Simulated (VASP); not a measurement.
# SrCu2Sb2: single point with LDA

SrCu2Sb2:

```xyz
10
Lattice="4.6849 0.0000 0.0000 0.0000 4.6849 0.0000 0.0000 0.0000 11.0390" Properties=species:S:1:pos:R:3 pbc="T T T"
Sr    2.3425    0.0000    2.6119
Sr    0.0000    2.3425    8.4270
Cu    2.3425    0.0000    6.9867
Cu    0.0000    0.0000    0.0000
Cu    0.0000    2.3425    4.0523
Cu    2.3425    2.3425    0.0000
Sb    0.0000    2.3425    1.4188
Sb    2.3425    2.3425    5.5195
Sb    0.0000    0.0000    5.5195
Sb    2.3425    0.0000    9.6201
```

```
Program             : VASP 6.6.1
Task                : single point
Functional          : LDA
Potentials or basis : VASP PAW LDA potentials, release 64 (Sr_sv, Cu, Sb)
Cutoff              : 520 eV
k mesh              : 6 × 6 × 3
Occupations         : methfessel-paxton, width 0.1 eV
Spin                : no spin polarisation
```

```json
{
  "Pressure": "-7.7 GPa",
  "Largest force": "0.145 eV/Å",
  "Band gap on the k mesh": "zero (bands 42 and 43 overlap by 0.81 eV)"
}
```

Forces on the atoms (eV/Å):
```
Sr   0.000  0.000 -0.077
Sr   0.000  0.000  0.077
Cu   0.000  0.000 -0.105
Cu   0.000  0.000  0.000
Cu   0.000  0.000  0.105
Cu   0.000  0.000  0.000
Sb   0.000  0.000 -0.145
Sb   0.000  0.000  0.000
Sb   0.000  0.000  0.000
Sb   0.000  0.000  0.145
```

Stress tensor (GPa, compression positive):
```
-7.63  0.00  0.00
 0.00 -7.63  0.00
 0.00  0.00 -7.93
```

Levels at points of the mesh, in eV from the Fermi level:
```tsv
k point	band 39	band 40	band 41	band 42	band 43	band 44	band 45	band 46
(0.00, 0.00, 0.00)	0.07	0.21	0.24	0.32	0.32	0.67	1.17	2.04
(0.50, 0.00, 0.00)	-1.13	-1.13	-0.79	-0.79	-0.34	-0.34	1.66	1.66
(0.50, 0.50, 0.00)	-2.08	-2.08	-1.61	-1.61	1.87	1.87	2.33	2.33
```

It took 4 min on 1 thread of AMD EPYC 9R45 96-Core Processor (Zen 5), on a shared host, peak memory 0.37 GiB.

Caveat: the cell stands under tension; spin-orbit coupling is left out, which moves the levels of the heavy elements.
